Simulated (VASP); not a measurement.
A run of VASP 6.6.1 is set up as follows.

POSCAR

```
Bi
1.0
    2.2619983293      1.3059653443      4.1548946584
   -2.2619983293      1.3059653443      4.1548946584
    0.0000000000     -2.6119306886      4.1548946584
Bi
2
Direct
    0.2310104616      0.2310104616      0.2310104616
    0.7689895384      0.7689895384      0.7689895384
```

The input INCAR.step1:

```
PREC = Accurate ; ENCUT = 600
ISMEAR = 0 ; SIGMA = 0.01
LREAL = False ; LASPH = True
NELM = 60 ; GGA = PE
ALGO = Normal ; EDIFF = 1E-4
LWAVE = True ; LCHARG = False
```

File INCAR.step2:

```
PREC = Accurate ; ENCUT = 600
EDIFF = 1E-6 ; ISMEAR = 0
SIGMA = 0.01 ; LREAL = False
LASPH = True ; NELM = 60
ALGO = Normal ; ISIF = 3
LWAVE = False ; LCHARG = False
METAGGA = R2SCAN ; LMIXTAU = True
IBRION = 2 ; NSW = 100
EDIFFG = -0.01 ; ISTART = 1
```

File KPOINTS:

```
regular mesh
0
Gamma
  9 9 9
```

Potentials or basis: VASP PAW PBE potentials, release 64 (Bi_d).

Launch:

```sh
$ cat potpaw_PBE.64/Bi_d/POTCAR > POTCAR
$ cp INCAR.step1 INCAR
$ mpirun -np 1 vasp_std > vasp.out
$ cp INCAR.step2 INCAR
$ mpirun -np 1 vasp_std > vasp.out
```

(1) What does it give for the relaxed volume?

(2) Estimate the space group after relaxing (to 0.1 Å).

(3) Predict the relaxed cell.

Results:

(1) 36.58 Å³/atom.

(2) R-3m (No. 166).

(3) a = 4.867 Å, b = 4.867 Å, c = 4.867 Å, α = 55.59°, β = 55.59°, γ = 55.59°.

Caveat: the PAW data sets were made with another functional, which shifts forces and pressure a little.
